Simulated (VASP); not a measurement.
Write the native input for VASP 6.6.1 that does the following.

| Item | Value |
| --- | --- |
| Task | single point |
| Functional | PBE |
| Potentials or basis | VASP PAW PBE potentials, release 64 (Sc_sv, Ge_d, Se) |
| Cutoff | 520 eV |
| k mesh | 10 × 10 × 14 |
| Occupations | gaussian, width 0.1 eV |
| Spin | no spin polarisation |
| Dipole correction | no |
| Further INCAR settings | ALGO = Fast; EDIFF = 1e-07; NBANDS = 29 |

The structure of Sc2GeSe lies in POSCAR:

```
Sc2GeSe
1.0
    4.9373418786      0.0000000000      0.0000000000
    0.0000000000      4.9373418786      0.0000000000
    0.0000000000      0.0000000000      3.2396491248
Sc Ge Se
2 1 1
Direct
    0.5000000000      0.0000000000      0.0000000000
    0.0000000000      0.5000000000      0.0000000000
    0.5000000000      0.5000000000      0.5000000000
    0.0000000000      0.0000000000      0.5000000000
```

The cell was generated, and may not be a known phase.

These files were run (other wordings do the same):

INCAR

```
SYSTEM = Sc2GeSe
ALGO = Fast ; EDIFF = 1E-7
ENCUT = 520 ; GGA = PE
ISIF = 2 ; ISMEAR = 0
LASPH = .TRUE. ; LCHARG = .FALSE.
LREAL = .FALSE. ; LWAVE = .FALSE.
NBANDS = 29 ; NELM = 60
PREC = Accurate ; SIGMA = 0.1
```

KPOINTS

```
k-points
0
G
  10 10 14
  0 0 0
```

Potentials or basis: VASP PAW PBE potentials, release 64 (Sc_sv, Ge_d, Se).

Run with:

```sh
$ cat potpaw_PBE.64/Sc_sv/POTCAR potpaw_PBE.64/Ge_d/POTCAR potpaw_PBE.64/Se/POTCAR > POTCAR
$ mpirun -np 1 vasp_std > vasp.out
```

Results of the run:

* Pressure: 0.2 GPa
* Band gap on the k mesh: zero (bands 21 and 22 overlap by 0.40 eV)

It took 9.4 min on 1 thread of Oxide Virtual Turin-like Processor, with other jobs on the host, peak memory 0.45 GiB.
